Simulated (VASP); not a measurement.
Here is a VASP 6.6.1 calculation.

INCAR

```
SYSTEM = Mg
  ALGO = Normal
  EDIFF = 1E-6
  ENCUT = 520
  GGA = CA
  ISIF = 2
  ISMEAR = -1
  LASPH = .True.
  LCHARG = .False.
  LREAL = .False.
  LWAVE = .False.
  NBANDS = 9
  NELM = 60
  PREC = Accurate
  SIGMA = 0.1
```

Contents of KPOINTS:

```
k-points
0
Gamma
  12 12 6
  0 0 0
```

Contents of POSCAR:

```
Mg
1.0
    3.1325008903      0.0000000000      0.0000000000
   -1.5662504451      2.7128253484      0.0000000000
    0.0000000000      0.0000000000      5.0848940941
Mg
2
Direct
    0.3333333333      0.6666666667      0.2500000000
    0.6666666667      0.3333333333      0.7500000000
```

Potentials or basis: VASP PAW LDA potentials, release 64 (Mg).

Command:

```bash
$ cat potpaw_LDA.64/Mg/POTCAR > POTCAR
$ mpirun -np 1 vasp_std > vasp.out
```

Problem. What does it give for the band gap on the k mesh?

Solution. Zero (band 2 reaches 3.81 eV, above the bottom of band 3 at 1.52 eV).

Problem. Estimate the pressure.

Solution. -0.3 GPa.

Stress tensor (GPa, compression positive):
```
-0.08  0.00  0.00
 0.00 -0.08  0.00
 0.00  0.00 -0.69
```
